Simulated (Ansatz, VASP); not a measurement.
**Two plane-wave programs on Ge**

Contents of INCAR:

```
PREC = Accurate
ENCUT = 520
EDIFF = 1E-6
ISMEAR = 0
SIGMA = 0.15
LREAL = False
LASPH = True
NELM = 100
ALGO = Normal
ISIF = 2
LWAVE = False
LCHARG = False
GGA = PS
NBANDS = 21
```

File KPOINTS:

```
regular mesh
0
Gamma
  14 14 14
```

The input POSCAR:

```
Ge
1.0
    0.0000000000      2.7904693977      2.7904693977
    2.7904693977      0.0000000000      2.7904693977
    2.7904693977      2.7904693977      0.0000000000
Ge
2
Direct
    0.5098665837      0.4901334163      0.4901334163
    0.7401334163      0.7598665837      0.7598665837
```

Input for Ansatz:

```yaml
crystal:
  lattice:
    - [0.0, 2.7904693977, 2.7904693977]
    - [2.7904693977, 0.0, 2.7904693977]
    - [2.7904693977, 2.7904693977, 0.0]
  atoms:
    - { symbol: Ge, position: [0.5098665837, 0.4901334163, 0.4901334163] }
    - { symbol: Ge, position: [0.7401334163, 0.7598665837, 0.7598665837] }
basis:
  ecutwfc: 420
kpoints:
  mp_grid: { grid: [14, 14, 14] }
hamiltonian:
  xc: pbesol
  pseudopotentials: { kind: paw, azcp: { folder: soft_1 } }
scf:
  occupations: { method: gaussian, width: 0.15 }
output:
  forces: true
  stress: true
  eigenvalues: true
  write_density: true
  write_potential: true
  elf: true
  volumetric_format: npy
```

Change from the starting cell: mode 4 frozen in at -0.056 Å, equal normal strain along x, y and z -0.0167.

Alike in both runs: task single point; functional PBEsol; k mesh 14 × 14 × 14; occupations gaussian, width 0.15 eV; no spin polarisation.

|  | VASP | Ansatz |
| --- | --- | --- |
| version | VASP 6.6.1 | Ansatz 0.2.0 |
| potentials or method | VASP PAW PBE potentials, release 64 (Ge_d), cutoff 520 eV | scalar-relativistic, plane waves, PAW |
| valence electrons in the cell | 28 | 28 |

```tsv
	VASP	Ansatz	Ansatz less VASP
gap on the k mesh at the Fermi level (eV)	none	none	-
pressure (GPa)	4.2	4.3	+0.08
traceless stress, the component that is largest in VASP (GPa)	-4.22	-4.25	-0.029
rms of the force components (eV/Å)	0.761	0.762	+0.0015
```

VASP's potentials were made for PBE, not for PBEsol, and Ansatz warns of the same on its side. Atom by atom the forces differ by 0.002 eV/Å (rms over components). A gap of «none» marks a metal or a gap that the smearing closes. With one functional, cell and mesh, what is left measures potentials, basis and numerics.
